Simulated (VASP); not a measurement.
# W in VASP: notebook

Runs on W. Level: PBE. Tasks: single point.

Program: VASP 6.6.1. These are calculated values, not measurements. Logs are shortened: lines on timing, memory, paths and dates and some standing lists are left out, and cuts for length are marked.

**1. The cell of the first run**

The cell holds a slab with vacuum, 4 atoms: a = 2.757 Å, b = 2.757 Å, c = 22.753 Å, α = 90.00°, β = 90.00°, γ = 109.47°.

**2. Single point, PBE**

File INCAR:

```
SYSTEM = W
PREC = Accurate
ENCUT = 520
EDIFF = 1E-6
ISMEAR = -1
SIGMA = 0.1
LREAL = .FALSE.
LASPH = .TRUE.
NELM = 100
ALGO = Normal
ISIF = 2
LWAVE = .FALSE.
LCHARG = .TRUE.
LDIPOL = .TRUE.
IDIPOL = 3
DIPOL = 0.5 0.5 0.500
GGA = PE
LELF = .TRUE.
LVHAR = .TRUE.
LVACPOTAV = .TRUE.
NBANDS = 36
```

File KPOINTS:

```
Automatic mesh
0
G
  13 13 1
  0 0 0
```

File POSCAR:

```
W
1.0
    2.7570193918      0.0000000000      0.0000000000
   -0.9190064639      2.5993428104      0.0000000000
    0.0000000000      0.0000000000     22.7533000000
W
4
Direct
    0.2500000000      0.2500000000      0.3515975546
    0.7500000000      0.7500000000      0.4505325178
    0.2500000000      0.2500000000      0.5494674816
    0.7500000000      0.7500000000      0.6484024454
```

Potentials or basis: VASP PAW PBE potentials, release 64 (W_sv).

Launch:

```bash
cat potpaw_PBE.64/W_sv/POTCAR > POTCAR
mpirun -np 1 vasp_std > vasp.out
```

OUTCAR:

```text
SYSTEM = W
   PREC = Accurate
   ENCUT = 520
   EDIFF = 1E-6
   ISMEAR = -1
   LREAL = .FALSE.
   LASPH = .TRUE.
   NELM = 100
   ISIF = 2
   GGA = PE

 ion  position               nearest neighbor table
   1  0.250  0.250  0.352-   2 2.76   2 2.76   2 3.18   2 3.18
   2  0.750  0.750  0.451-   1 2.76   1 2.76   3 2.76   3 2.76   1 3.18   1 3.18   3 3.18   3 3.18

   3  0.250  0.250  0.549-   2 2.76   2 2.76   4 2.76   4 2.76   2 3.18   2 3.18   4 3.18   4 3.18

   4  0.750  0.750  0.648-   3 2.76   3 2.76   3 3.18   3 3.18

  LATTYP: Found a base centered orthorhombic cell.
 ALAT       =     3.1835317760
 B/A-ratio  =     1.4142135624
 C/A-ratio  =     7.1471879663

  Lattice vectors:

 A1 = (   2.7570193918,   0.0000000000,   0.0000000000)
 A2 = (  -0.9190064639,   2.5993428104,   0.0000000000)
 A3 = (   0.0000000000,   0.0000000000,  22.7533000000)

Analysis of symmetry for initial positions (statically):
=====================================================================
 Subroutine PRICEL returns:
 Original cell was already a primitive cell.

 Routine SETGRP: Setting up the symmetry group for a
 base centered orthorhombic supercell.

 Subroutine GETGRP returns: Found  8 space group operations
 (whereof  4 operations were pure point group operations)
 out of a pool of  8 trial point group operations.

The static configuration has the point symmetry C_2h.
 The point group associated with its full space group is D_2h.

Analysis of symmetry for dynamics (positions and initial velocities):
=====================================================================
 Subroutine PRICEL returns:
 Original cell was already a primitive cell.

 Routine SETGRP: Setting up the symmetry group for a
 base centered orthorhombic supercell.

 Subroutine GETGRP returns: Found  8 space group operations
 (whereof  4 operations were pure point group operations)
 out of a pool of  8 trial point group operations.

The dynamic configuration has the point symmetry C_2h.
 The point group associated with its full space group is D_2h.

 Subroutine INISYM returns: Found  8 space group operations
 (whereof  4 operations are pure point group operations),
 and found     1 'primitive' translations

----------------------------------------------------------------------------------------

                                     Primitive cell

  volume of cell :     163.0601

  direct lattice vectors                    reciprocal lattice vectors
     2.757019392  0.000000000  0.000000000     0.362710543  0.128237542  0.000000000
    -0.919006464  2.599342810  0.000000000     0.000000000  0.384712627  0.000000000
     0.000000000  0.000000000 22.753300000     0.000000000  0.000000000  0.043949669

  length of vectors
     2.757019392  2.757019392 22.753300000     0.384712627  0.384712627  0.043949669

  position of ions in fractional coordinates (direct lattice)
     0.250000000  0.250000000  0.351597555
     0.750000000  0.750000000  0.450532518
     0.250000000  0.250000000  0.549467482
     0.750000000  0.750000000  0.648402445

  ion indices of the primitive-cell ions
   primitive index   ion index
                 1           1
                 2           2
                 3           3
                 4           4

----------------------------------------------------------------------------------------

 KPOINTS: Automatic mesh

Automatic generation of k-mesh.
 Grid dimensions read from file:
 generate k-points for:   13   13    1

 Generating k-lattice:

  Cartesian coordinates                     Fractional coordinates (reciprocal lattice)
     0.027900811  0.009864426  0.000000000     0.076923077  0.000000000  0.000000000
     0.000000000  0.029593279  0.000000000     0.000000000  0.076923077  0.000000000
     0.000000000  0.000000000  0.043949669     0.000000000  0.000000000  1.000000000

  Length of vectors
     0.029593279  0.029593279  0.043949669

  Shift w.r.t. Gamma in fractional coordinates (k-lattice)
     0.000000000  0.000000000  0.000000000

 Subroutine IBZKPT returns following result:
 ===========================================

 Found     49 irreducible k-points:

 Following reciprocal coordinates:
            Coordinates               Weight
  0.000000  0.000000  0.000000      1.000000
  0.076923 -0.000000  0.000000      4.000000
  0.153846 -0.000000  0.000000      4.000000
  0.230769  0.000000  0.000000      4.000000
  0.307692 -0.000000  0.000000      4.000000
  0.384615 -0.000000  0.000000      4.000000
[... 16 lines left out ...]
  0.384615  0.153846  0.000000      4.000000
  0.461538  0.153846  0.000000      4.000000
 [... further k-points ...]
   k-points           NKPTS =     49   k-points in BZ     NKDIM =     49   number of bands    NBANDS=     36
   number of dos      NEDOS =    301   number of ions     NIONS =      4
   total plane-waves  NPLWV = 103680
   dimension x,y,z NGX =    24 NGY =   24 NGZ =  180
   dimension x,y,z NGXF=    48 NGYF=   48 NGZF=  360
   ions per type =               4
   NGX,Y,Z   is equivalent  to a cutoff of  14.47, 14.47, 13.15 a.u.
   NGXF,Y,Z  is equivalent  to a cutoff of  28.94, 28.94, 26.30 a.u.
 SYSTEM =  W
   PREC   = accura    normal or accurate (medium, high low for compatibility)
   ISTART =      0    job   : 0-new  1-cont  2-samecut
   ICHARG =      2    charge: 1-file 2-atom 10-const
   ISPIN  =      1    spin polarized calculation?
   LNONCOLLINEAR =      F non collinear calculations
   LSORBIT =      F    spin-orbit coupling
   LASPH  =      T    aspherical Exc in radial PAW
   ENCUT  =  520.0 eV  38.22 Ry    6.18 a.u.   5.13  5.13 42.31*2*pi/ulx,y,z
   NELM   =    100;   NELMIN=  2; NELMDL= -5     # of ELM steps
   EDIFF  = 0.1E-05   stopping-criterion for ELM
   LREAL  =      F    real-space projection
   EDIFFG = 0.1E-04   stopping-criterion for IOM
   NSW    =      0    number of steps for IOM
   IBRION =     -1    ionic relax: 0-MD 1-quasi-New 2-CG
   NFREE  =      0    steps in history (QN), initial steepest desc. (CG)
   ISIF   =      2    stress and relaxation
   ISYM   =      2    0-nonsym 1-usesym 2-fastsym
   POTIM  = 0.5000    time-step for ionic-motion
   TEBEG  =    0.0;   TEEND  =   0.0 temperature during run
   PSTRESS=    0.0 pullay stress
   NELECT =      56.0000    total number of electrons
   NUPDOWN=      -1.0000    fix difference up-down
   EMIN   =  10.00;   EMAX   =-10.00  energy-range for DOS
   EFERMI =   0.00;   METHOD = LEGACY
   ISMEAR =    -1;   SIGMA  =   0.10  broadening in eV -4-tet -1-fermi 0-gaus
   EFERMI_NEDOS =   21; number of points for ismear=-14 and -15
   IALGO  =     38    algorithm
   IMIX   =      4    mixing-type and parameters
     AMIX     =   0.40;   BMIX     =  1.00
     AMIX_MAG =   1.60;   BMIX_MAG =  1.00
  volume/ion in A,a.u.               =      40.77       275.10
  Fermi-wavevector in a.u.,A,eV,Ry     =   1.146449  2.166475 17.882768  1.314346
  Thomas-Fermi vector in A             =   2.283134
   LORBIT       =      0    0 simple, 1 ext, 2 COOP (PROOUT), +10 PAW based schemes
   GGA     = PE    functional components
   LHFCALC =     F    Hartree Fock is set to
   AEXX    =    0.0000 exact exchange contribution
   IVDW    =     0    specifies the selected vdW correction
   LEPSILON=     F    determine dielectric tensor
   LRPA    =     F    only Hartree local field effects (RPA)
 non-spin polarized calculation
  energy-cutoff  :      520.00
  volume of cell :      163.06
 maximum number of plane-waves:      4424
 NGX is ok and might be reduce to    24
   NGX = 11   NGY = 11   NGZ = 85

 dipolmoment           0.000000      0.000000     -0.000000 electrons x Angstroem

 number of electron      55.9999999 magnetization

 dipolmoment           0.000000      0.000000      0.000000 electrons x Angstroem

 Free energy of the ion-electron system (eV)
  ---------------------------------------------------
  ext. energy  EPLUGINS =         0.00000000
  ---------------------------------------------------
  free energy    TOTEN  =       -48.90497171 eV

  energy without entropy =      -48.80463923  energy(sigma->0) =      -48.85480547

 E-fermi :   1.5384     XC(G=0):  -6.3181

 val. band max:        1.5301627572   @ k =   0.0769   0.0769   0.0000
 cond. band min:       1.5438131475   @ k =   0.1538  -0.0000   0.0000
 fundamental gap:      0.0136503903
 Fermi energy:         1.5383800131

 k-point     1 :       0.0000    0.0000    0.0000
  band No.  band energies     occupation
      1     -72.6963      2.00000
      2     -72.6366      2.00000
      3     -72.5094      2.00000
      4     -72.5068      2.00000
      5     -37.3744      2.00000
      6     -37.0725      2.00000
[... 28 lines left out ...]
     35       3.7949      0.00000
     36       3.8164      0.00000

 k-point     2 :       0.0769   -0.0000    0.0000
  band No.  band energies     occupation
      1     -72.6916      2.00000
      2     -72.6335      2.00000
      3     -72.5061      2.00000
      4     -72.5037      2.00000
      5     -37.3574      2.00000
      6     -37.0735      2.00000
[... 28 lines left out ...]
     35       3.7497      0.00000
     36       3.8380      0.00000

 k-point     3 :       0.1538   -0.0000    0.0000
  band No.  band energies     occupation
      1     -72.6783      2.00000
      2     -72.6250      2.00000
      3     -72.4973      2.00000
      4     -72.4954      2.00000
      5     -37.3094      2.00000
      6     -37.0861      2.00000
[... 28 lines left out ...]
     35       3.7484      0.00000
     36       3.8317      0.00000

 k-point     4 :       0.2308    0.0000    0.0000
  band No.  band energies     occupation
      1     -72.6591      2.00000
      2     -72.6135      2.00000
      3     -72.4848      2.00000
      4     -72.4836      2.00000
      5     -37.2435      2.00000
      6     -37.1403      2.00000
[... 28 lines left out ...]
     35       3.8775      0.00000
     36       4.1906      0.00000

 k-point     5 :       0.3077   -0.0000    0.0000
  band No.  band energies     occupation
      1     -72.6374      2.00000
      2     -72.6024      2.00000
      3     -72.4715      2.00000
      4     -72.4710      2.00000
      5     -37.2523      2.00000
      6     -37.2225      2.00000
[... 655 lines left out ...]
 k-point    22 :       0.3077    0.1538    0.0000
  band No.  band energies     occupation
      1     -72.6108      2.00000
      2     -72.5969      2.00000
      3     -72.4592      2.00000
      4     -72.4592      2.00000
      5     -37.2626      2.00000
      6     -37.2401      2.00000
[... 28 lines left out ...]
     35       4.6060      0.00000
     36       4.6391      0.00000

 k-point    23 :       0.3846    0.1538    0.0000
  band No.  band energies     occupation
      1     -72.5930      2.00000
      2     -72.5926      2.00000
      3     -72.4491      2.00000
      4     -72.4491      2.00000
      5     -37.3460      2.00000
      6     -37.3429      2.00000
[... 28 lines left out ...]
     35       4.9302      0.00000
     36       5.1605      0.00000

 k-point    24 :       0.4615    0.1538    0.0000
  band No.  band energies     occupation
      1     -72.5953      2.00000
      2     -72.5807      2.00000
      3     -72.4436      2.00000
      4     -72.4436      2.00000
      5     -37.3986      2.00000
      6     -37.3857      2.00000
[... 28 lines left out ...]
     35       5.4176      0.00000
     36       5.6020      0.00000

 [... further k-points ...]

------------------------ aborting loop because EDIFF is reached ----------------------------------------

  FORCE on cell =-STRESS in cart. coord.  units (eV):
  Direction    XX          YY          ZZ          XY          YZ          ZX
  --------------------------------------------------------------------------------------
  -------------------------------------------------------------------------------------
  Total       -4.7927860     -5.3627906     -2.8070820     -0.8061081      0.0000000      0.0000000
  in kB      -47.0924030    -52.6930874    -27.5815014     -7.9205639      0.0000000      0.0000000
  external PRESSURE =     -42.4556639 kB  Pullay stress =       0.0000000 kB

 VOLUME and BASIS-vectors are now :
 -----------------------------------------------------------------------------
  energy-cutoff  :      520.00
  volume of cell :      163.06
      direct lattice vectors                 reciprocal lattice vectors
     2.757019392  0.000000000  0.000000000     0.362710543  0.128237542  0.000000000
    -0.919006464  2.599342810  0.000000000     0.000000000  0.384712627  0.000000000
     0.000000000  0.000000000 22.753300000     0.000000000  0.000000000  0.043949669

 POSITION                                       TOTAL-FORCE (eV/Angst)
 -----------------------------------------------------------------------------------
      0.45950      0.64984      8.00000         0.000000     -0.000000      0.640220
      1.37851      1.94951     10.25110         0.000000      0.000000     -0.694531
      0.45950      0.64984     12.50220        -0.000000     -0.000000      0.694531
      1.37851      1.94951     14.75330        -0.000000      0.000000     -0.640220
 -----------------------------------------------------------------------------------
    total drift:                                0.000000      0.000000      0.000034

  FREE ENERGIE OF THE ION-ELECTRON SYSTEM (eV)
  ---------------------------------------------------
  free  energy   TOTEN  =       -48.9049717070 eV

  energy  without entropy=      -48.8046392343  energy(sigma->0) =      -48.85480547

 vacuum level on the upper side and lower side of the slab         6.454         6.454
```

Run time: 4.7 min. Hardware: 1 thread of AMD EPYC 9R45 (Zen 5), shared host; peak memory 0.39 GiB.

Results:

- Free energy: -48.9050 eV
- Largest force: 0.695 eV/Å
- Band gap on the k mesh: zero (bands 28 and 29 overlap by 1.89 eV)

Forces in eV/Å, atoms in the order of the input:
```
W    0.000  0.000  0.640
W    0.000  0.000 -0.695
W    0.000  0.000  0.695
W    0.000  0.000 -0.640
```

Levels at points of the mesh, in eV from the Fermi level:
| k point | band 26 | band 27 | band 28 | band 29 | band 30 | band 31 |
| --- | --- | --- | --- | --- | --- | --- |
| (0.00, 0.00, 0.00) | -1.36 | -1.20 | -0.66 | -0.38 | 0.53 | 0.89 |

Caveat: spin-orbit coupling is left out, which moves the levels of the heavy elements.

(Continued in part 2 of 2.)
